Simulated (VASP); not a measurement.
# BN in VASP: a series of runs

The runs below take BN through single point, with PBE.

Everything below comes from runs of VASP 6.6.1. Logs are shortened: lines on timing, memory, paths and dates and some standing lists are left out, and cuts for length are marked.

## (1) The cell of the first run

Symmetry: P6_3mc, No. 186, hexagonal system. Conventional cell: a = 2.554 Å, b = 2.554 Å, c = 4.227 Å, α = 90.00°, β = 90.00°, γ = 120.00°. Within 2.1 Å of B (site symmetry 3m) lie 4 N at 1.57 to 1.58 Å. N (site symmetry 3m) has 4 B at 1.57 to 1.58 Å within 2.1 Å.

## (2) Single point, PBE

Contents of INCAR:

```
SYSTEM = BN
ALGO     = Normal         ! electronic algorithm
EDIFF    = 1E-7           ! SCF threshold, eV
ENCUT    = 520            ! plane-wave cutoff, eV
GGA      = PE             ! functional
ISIF     = 2              ! what is computed and relaxed
ISMEAR   = 0              ! smearing method
ISYM     = 0            
LASPH    = .True.         ! aspherical terms in the spheres
LCHARG   = .False.        ! write CHGCAR
LREAL    = Auto         
LWAVE    = .False.        ! write WAVECAR
NBANDS   = 46             ! bands
NELM     = 100            ! most SCF steps
PREC     = Accurate       ! precision mode
SIGMA    = 0.1            ! smearing width, eV
```

Contents of KPOINTS:

```
Automatic mesh
0
Gamma
  2 2 2
  0.5 0.5 0.5
```

Contents of POSCAR:

```
BN
1.0
   -1.2769698008     -2.2117765748      4.2268550000
   -1.2769698008     -2.2117765748     -4.2268550000
    5.1078792034      0.0000000001      0.0000000000
B N
8 8
Direct
    0.8331953333      0.8334713333      0.1666666667
    0.8331953333      0.8334713333      0.6666666667
    0.3331953333      0.3334713333      0.1666666667
    0.3331953333      0.3334713333      0.6666666667
    0.4165286667      0.9168046667      0.8333333333
    0.4165286667      0.9168046667      0.3333333333
    0.9165286667      0.4168046667      0.8333333333
    0.9165286667      0.4168046667      0.3333333333
    0.6459713333      0.0206953333      0.1666666667
    0.6459713333      0.0206953333      0.6666666667
    0.1459713333      0.5206953333      0.1666666667
    0.1459713333      0.5206953333      0.6666666667
    0.2293046667      0.1040286667      0.8333333333
    0.2293046667      0.1040286667      0.3333333333
    0.7293046667      0.6040286667      0.8333333333
    0.7293046667      0.6040286667      0.3333333333
```

Potentials or basis: VASP PAW PBE potentials, release 64 (B, N).

Run with:

```sh
$ cat potpaw_PBE.64/B/POTCAR potpaw_PBE.64/N/POTCAR > POTCAR
$ mpirun -np 1 vasp_std > vasp.out
```

OUTCAR:

```text
SYSTEM = BN
   EDIFF = 1E-7
   ENCUT = 520
   GGA = PE
   ISIF = 2
   ISMEAR = 0
   ISYM = 0
   LASPH = .True.
   LREAL = Auto
   NELM = 100
   PREC = Accurate

 ion  position               nearest neighbor table
   1  0.833  0.833  0.167-  16 1.57  14 1.57  15 1.57   9 1.58
   2  0.833  0.833  0.667-  15 1.57  13 1.57  16 1.57  10 1.58
   3  0.333  0.333  0.167-  14 1.57  16 1.57  13 1.57  11 1.58
   4  0.333  0.333  0.667-  13 1.57  15 1.57  14 1.57  12 1.58
   5  0.417  0.917  0.833-  10 1.57  12 1.57   9 1.57  13 1.58
   6  0.417  0.917  0.333-   9 1.57  11 1.57  10 1.57  14 1.58
[... 8 lines left out ...]
  15  0.729  0.604  0.833-   2 1.57   4 1.57   1 1.57   7 1.58
  16  0.729  0.604  0.333-   1 1.57   3 1.57   2 1.57   8 1.58

IMPORTANT INFORMATION: All symmetrisations will be switched off!
NOSYMM: (Re-)initialisation of all symmetry stuff for point group C_1.

----------------------------------------------------------------------------------------

                                     Primitive cell

  volume of cell :      95.5057

  direct lattice vectors                    reciprocal lattice vectors
    -1.276969801 -2.211776575  4.226855000     0.000000000 -0.226062617  0.118291259
    -1.276969801 -2.211776575 -4.226855000     0.000000000 -0.226062617 -0.118291259
     5.107879203  0.000000000  0.000000000     0.195775969 -0.113031308  0.000000000

  length of vectors
     4.938513003  4.938513003  5.107879203     0.255141390  0.255141390  0.226062617

  position of ions in fractional coordinates (direct lattice)
     0.833195333  0.833471333  0.166666667
     0.833195333  0.833471333  0.666666667
     0.333195333  0.333471333  0.166666667
     0.333195333  0.333471333  0.666666667
     0.416528667  0.916804667  0.833333333
     0.416528667  0.916804667  0.333333333
[... 8 lines left out ...]
     0.729304667  0.604028667  0.833333333
     0.729304667  0.604028667  0.333333333

  ion indices of the primitive-cell ions
   primitive index   ion index
                 1           1
                 2           2
                 3           3
                 4           4
                 5           5
                 6           6
[... 8 lines left out ...]
                15          15
                16          16

----------------------------------------------------------------------------------------

 KPOINTS: Automatic mesh

Automatic generation of k-mesh.
 Grid dimensions read from file:
 generate k-points for:    2    2    2

 Generating k-lattice:

  Cartesian coordinates                     Fractional coordinates (reciprocal lattice)
     0.000000000 -0.113031308  0.059145630     0.500000000 -0.000000000 -0.000000000
     0.000000000 -0.113031308 -0.059145630    -0.000000000  0.500000000 -0.000000000
     0.097887984 -0.056515654  0.000000000     0.000000000  0.000000000  0.500000000

  Length of vectors
     0.127570695  0.127570695  0.113031308

  Shift w.r.t. Gamma in fractional coordinates (k-lattice)
     0.500000000  0.500000000  0.500000000

 Subroutine IBZKPT returns following result:
 ===========================================

 Found      4 irreducible k-points:

 Following reciprocal coordinates:
            Coordinates               Weight
  0.250000  0.250000  0.250000      2.000000
 -0.250000  0.250000  0.250000      2.000000
 -0.250000  0.250000 -0.250000      2.000000
 -0.250000 -0.250000  0.250000      2.000000
   k-points           NKPTS =      4   k-points in BZ     NKDIM =      4   number of bands    NBANDS=     46
   number of dos      NEDOS =    301   number of ions     NIONS =     16
   total plane-waves  NPLWV =  64000
   dimension x,y,z NGX =    40 NGY =   40 NGZ =   40
   dimension x,y,z NGXF=    80 NGYF=   80 NGZF=   80
   ions per type =               8   8
   NGX,Y,Z   is equivalent  to a cutoff of  13.47, 13.47, 13.02 a.u.
   NGXF,Y,Z  is equivalent  to a cutoff of  26.93, 26.93, 26.04 a.u.
 SYSTEM =  BN
   PREC   = accura    normal or accurate (medium, high low for compatibility)
   ISTART =      0    job   : 0-new  1-cont  2-samecut
   ICHARG =      2    charge: 1-file 2-atom 10-const
   ISPIN  =      1    spin polarized calculation?
   LNONCOLLINEAR =      F non collinear calculations
   LSORBIT =      F    spin-orbit coupling
   LASPH  =      T    aspherical Exc in radial PAW
   ENCUT  =  520.0 eV  38.22 Ry    6.18 a.u.   9.18  9.18  9.50*2*pi/ulx,y,z
   NELM   =    100;   NELMIN=  2; NELMDL= -5     # of ELM steps
   EDIFF  = 0.1E-06   stopping-criterion for ELM
   LREAL  =      T    real-space projection
   EDIFFG = 0.1E-05   stopping-criterion for IOM
   NSW    =      0    number of steps for IOM
   IBRION =     -1    ionic relax: 0-MD 1-quasi-New 2-CG
   NFREE  =      0    steps in history (QN), initial steepest desc. (CG)
   ISIF   =      2    stress and relaxation
   ISYM   =      0    0-nonsym 1-usesym 2-fastsym
   POTIM  = 0.5000    time-step for ionic-motion
   TEBEG  =    0.0;   TEEND  =   0.0 temperature during run
   PSTRESS=    0.0 pullay stress
   NELECT =      64.0000    total number of electrons
   NUPDOWN=      -1.0000    fix difference up-down
   EMIN   =  10.00;   EMAX   =-10.00  energy-range for DOS
   EFERMI =   0.00;   METHOD = LEGACY
   ISMEAR =     0;   SIGMA  =   0.10  broadening in eV -4-tet -1-fermi 0-gaus
   EFERMI_NEDOS =   21; number of points for ismear=-14 and -15
   IALGO  =     38    algorithm
   IMIX   =      4    mixing-type and parameters
     AMIX     =   0.40;   BMIX     =  1.00
     AMIX_MAG =   1.60;   BMIX_MAG =  1.00
  volume/ion in A,a.u.               =       5.97        40.28
  Fermi-wavevector in a.u.,A,eV,Ry     =   1.432600  2.707222 27.923836  2.052344
  Thomas-Fermi vector in A             =   2.552210
   LORBIT       =      0    0 simple, 1 ext, 2 COOP (PROOUT), +10 PAW based schemes
   GGA     = PE    functional components
   LHFCALC =     F    Hartree Fock is set to
   AEXX    =    0.0000 exact exchange contribution
   IVDW    =     0    specifies the selected vdW correction
   LEPSILON=     F    determine dielectric tensor
   LRPA    =     F    only Hartree local field effects (RPA)
 non-spin polarized calculation
 Gauss-broadening in eV      SIGMA  =   0.10
  energy-cutoff  :      520.00
  volume of cell :       95.51
 maximum number of plane-waves:      2577
 NGX is ok and might be reduce to    40
   NGX = 19   NGY = 19   NGZ = 19

 number of electron      64.0000005 magnetization

 Free energy of the ion-electron system (eV)
  ---------------------------------------------------
  ext. energy  EPLUGINS =         0.00000000
  ---------------------------------------------------
  free energy    TOTEN  =      -139.48821488 eV

  energy without entropy =     -139.48821488  energy(sigma->0) =     -139.48821488

 E-fermi :   7.1691     XC(G=0): -12.7633

 val. band max:        6.6516301522   @ k =  -0.2500   0.2500   0.2500
 cond. band min:      12.9397347524   @ k =  -0.2500  -0.2500   0.2500
 fundamental gap:      6.2881046002
 Fermi energy:         7.1690872128

 k-point     1 :       0.2500    0.2500    0.2500
  band No.  band energies     occupation
      1     -10.6148      2.00000
      2     -10.6148      2.00000
      3     -10.4844      2.00000
      4     -10.4844      2.00000
      5      -7.5994      2.00000
      6      -7.5994      2.00000
[... 36 lines left out ...]
     43      17.9402      0.00000
     44      17.9402      0.00000

 k-point     2 :      -0.2500    0.2500    0.2500
  band No.  band energies     occupation
      1     -12.1608      2.00000
      2      -9.7413      2.00000
      3      -9.5511      2.00000
      4      -8.8036      2.00000
      5      -8.8036      2.00000
      6      -7.8089      2.00000
[... 36 lines left out ...]
     43      17.8677      0.00000
     44      17.8677      0.00000

 k-point     3 :      -0.2500    0.2500   -0.2500
  band No.  band energies     occupation
      1     -12.1608      2.00000
      2      -9.7413      2.00000
      3      -9.5511      2.00000
      4      -8.8036      2.00000
      5      -8.8036      2.00000
      6      -7.8089      2.00000
[... 36 lines left out ...]
     43      17.8677      0.00000
     44      17.8677      0.00000

 k-point     4 :      -0.2500   -0.2500    0.2500
  band No.  band energies     occupation
      1     -11.8664      2.00000
      2      -9.3556      2.00000
      3      -9.3556      2.00000
      4      -9.3556      2.00000
      5      -9.3556      2.00000
      6      -8.0840      2.00000
[... 36 lines left out ...]
     43      18.4443      0.00000
     44      18.4443      0.00000
 [bands above 44 left out]

------------------------ aborting loop because EDIFF is reached ----------------------------------------

  FORCE on cell =-STRESS in cart. coord.  units (eV):
  Direction    XX          YY          ZZ          XY          YZ          ZX
  --------------------------------------------------------------------------------------
  -------------------------------------------------------------------------------------
  Total       -0.3814076      0.3640475      0.0308017      0.6455841     -0.0000074      0.0000001
  in kB       -6.3983905      6.1071610      0.5167203     10.8301425     -0.0001250      0.0000024
  external PRESSURE =       0.0751636 kB  Pullay stress =       0.0000000 kB

 VOLUME and BASIS-vectors are now :
 -----------------------------------------------------------------------------
  energy-cutoff  :      520.00
  volume of cell :       95.51
      direct lattice vectors                 reciprocal lattice vectors
    -1.276969801 -2.211776575  4.226855000     0.000000000 -0.226062617  0.118291259
    -1.276969801 -2.211776575 -4.226855000     0.000000000 -0.226062617 -0.118291259
     5.107879203  0.000000000  0.000000000     0.195775969 -0.113031308  0.000000000

 POSITION                                       TOTAL-FORCE (eV/Angst)
 -----------------------------------------------------------------------------------
     -1.27697     -3.68629     -0.00117         0.041194     -0.023797      0.034388
      1.27697     -3.68629     -0.00117         0.041190     -0.023787      0.034376
      0.00000     -1.47452     -0.00117         0.041201     -0.023775      0.034364
      2.55394     -1.47452     -0.00117         0.041185     -0.023773      0.034374
      2.55394     -2.94904     -2.11459        -0.041197      0.023787      0.034372
     -0.00000     -2.94904     -2.11459        -0.041187      0.023803      0.034364
[... 8 lines left out ...]
      2.55394     -2.94904      0.52952        -0.067969      0.039244     -0.034364
     -0.00000     -2.94904      0.52952        -0.067966      0.039247     -0.034370
 -----------------------------------------------------------------------------------
    total drift:                                0.000005      0.000009      0.001728

  FREE ENERGIE OF THE ION-ELECTRON SYSTEM (eV)
  ---------------------------------------------------
  free  energy   TOTEN  =      -139.4882148800 eV

  energy  without entropy=     -139.4882148800  energy(sigma->0) =     -139.48821488
```

Wall time 22 s (1 thread of Intel Xeon 6975P-C (Granite Rapids), shared host); peak memory 0.23 GiB.

What came out:

| Quantity | Value |
| --- | --- |
| Free energy | -139.4882 eV |
| Pressure | 0.0 GPa |
| Largest force | 0.086 eV/Å |
| Band gap on the k mesh | 6.29 eV |

Forces in eV/Å, atoms in the order of the input:
```
B    0.041 -0.024  0.034
B    0.041 -0.024  0.034
B    0.041 -0.024  0.034
B    0.041 -0.024  0.034
B   -0.041  0.024  0.034
B   -0.041  0.024  0.034
B   -0.041  0.024  0.034
B   -0.041  0.024  0.034
N    0.068 -0.039 -0.034
N    0.068 -0.039 -0.034
N    0.068 -0.039 -0.034
N    0.068 -0.039 -0.034
N   -0.068  0.039 -0.034
N   -0.068  0.039 -0.034
N   -0.068  0.039 -0.034
N   -0.068  0.039 -0.034
```

Caveat: the k points lie up to 0.80 Å⁻¹ apart; a shifted mesh leaves out Γ, where band edges can lie.

[end of part 1 of 2]
